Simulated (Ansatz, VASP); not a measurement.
BN: VASP beside Ansatz

File INCAR:

```
  ALGO = Normal
  DIPOL = 0.5 0.5 0.500
  EDIFF = 1E-6
  ENCUT = 520
  GGA = PE
  IDIPOL = 3
  ISIF = 2
  ISMEAR = 0
  IVDW = 12
  LASPH = True
  LCHARG = False
  LDIPOL = True
  LREAL = False
  LWAVE = False
  NBANDS = 11
  NELM = 60
  PREC = Accurate
  SIGMA = 0.02
```

The input KPOINTS:

```
k-points
0
Gamma
  12 12 1
```

Contents of POSCAR:

```
BN
1.0
    2.4800000000      0.0000000000      0.0000000000
   -1.2400000000      2.1477430014      0.0000000000
    0.0000000000      0.0000000000     26.0000000000
B N
1 1
Direct
    0.0000000000      0.0000000000      0.5164807692
    0.6666666667      0.3333333333      0.4835192308
```

Input for Ansatz:

```yaml
crystal:
  lattice:
    - [2.48, 0.0, 0.0]
    - [-1.24, 2.1477430014, 0.0]
    - [0.0, 0.0, 26.0]
  atoms:
    - { symbol: B, position: [0.0, 0.0, 0.5164807692] }
    - { symbol: "N", position: [0.6666666667, 0.3333333333, 0.4835192308] }
  periodic: [true, true, false]
basis:
  ecutwfc: 420
kpoints:
  mp_grid: { grid: [12, 12, 1] }
hamiltonian:
  xc: pbe
  dispersion: d3bj
scf:
  occupations: { method: gaussian, width: 0.02 }
output:
  forces: true
  stress: true
  eigenvalues: true
```

Alike in both runs: task single point; functional PBE; dispersion D3(BJ); k mesh 12 × 12 × 1; occupations gaussian, width 0.02 eV; no spin polarisation.

|  | VASP | Ansatz |
| --- | --- | --- |
| version | VASP 6.6.1 | Ansatz 0.2.0 |
| potentials or method | VASP PAW PBE potentials, release 64 (B, N), cutoff 520 eV | scalar-relativistic, plane waves, PAW |
| valence electrons in the cell | 8 | 8 |

Ansatz gave:

- gap on the k mesh at the Fermi level (eV): none
- rms of the force components (eV/Å): 5.003

Problem. Estimate VASP's values.

Solution. gap on the k mesh at the Fermi level (eV): none; rms of the force components (eV/Å): 4.995.

Atom by atom the forces differ by 0.008 eV/Å (rms over components). A gap of «none» marks a metal or a gap that the smearing closes.
